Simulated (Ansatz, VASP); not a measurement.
This is a calculation of PbSe for Ansatz 0.2.0.

Contents of input.yaml:

```yaml
crystal:
  lattice:
    - [0.0, 3.06065, 3.06065]
    - [3.06065, 0.0, 3.06065]
    - [3.06065, 3.06065, 0.0]
  atoms:
    - { symbol: Pb, position: [0.0, 0.0, 0.0] }
    - { symbol: Se, position: [0.5, 0.5, 0.5] }
kpoints:
  mp_grid: { grid: [8, 8, 8] }
scf:
  occupations: { method: fermi_dirac, width: 0.05 }
hamiltonian:
  xc: lda
  pseudopotentials: { kind: all_electron, lapw: { basis_error: 0.001 } }
output:
  forces: true
  stress: true
relax:
  f_tol: 0.02
  max_steps: 60
  cell: {}
```

Potentials or basis: all-electron LAPW, scalar-relativistic.

Run with:

```console
$ ansatz run input.yaml --threads 1 --pin off --max-ram 3072MiB --backend cpu --events-out ev --progress --plain --runs-dir out
```

**Question.** Set up the same calculation for VASP 6.6.1. Potentials there: VASP PAW LDA potentials, release 64 (Pb_d, Se).

**Answer.** As run (the cutoff follows the program's own potentials):

The input INCAR:

```
SYSTEM = PbSe
ALGO = Normal ; EDIFF = 1E-6
EDIFFG = -0.02 ; ENCUT = 600
IBRION = 2 ; ISIF = 3
ISMEAR = -1 ; LASPH = .TRUE.
LCHARG = .FALSE. ; LREAL = .FALSE.
LWAVE = .FALSE. ; NELM = 100
NSW = 80 ; PREC = Accurate
SIGMA = 0.05
```

KPOINTS

```
k-points
0
G
  8 8 8
  0 0 0
```

Contents of POSCAR:

```
PbSe
1.0
    0.0000000000      3.0606500000      3.0606500000
    3.0606500000      0.0000000000      3.0606500000
    3.0606500000      3.0606500000      0.0000000000
Pb Se
1 1
Direct
    0.0000000000      0.0000000000      0.0000000000
    0.5000000000      0.5000000000      0.5000000000
```

Potentials or basis: VASP PAW LDA potentials, release 64 (Pb_d, Se).

Run with:

```bash
$ cat potpaw_LDA.64/Pb_d/POTCAR potpaw_LDA.64/Se/POTCAR > POTCAR
$ mpirun -np 1 vasp_std > vasp.out
```

Both were run:

|  | VASP | Ansatz | Ansatz less VASP |
| --- | --- | --- | --- |
| relaxed volume (Å³/atom) | 27.61 | 27.54 | -0.072 |
| relaxed length of the cell vector where the two differ most in proportion (Å) | 4.274 | 4.271 | -0.0037 |

LDA's correlation is that of Perdew and Zunger in VASP and of Perdew and Wang (1992) in Ansatz. Ansatz ran all-electron here, and VASP with PAW potentials.

Spin-orbit coupling is off throughout.
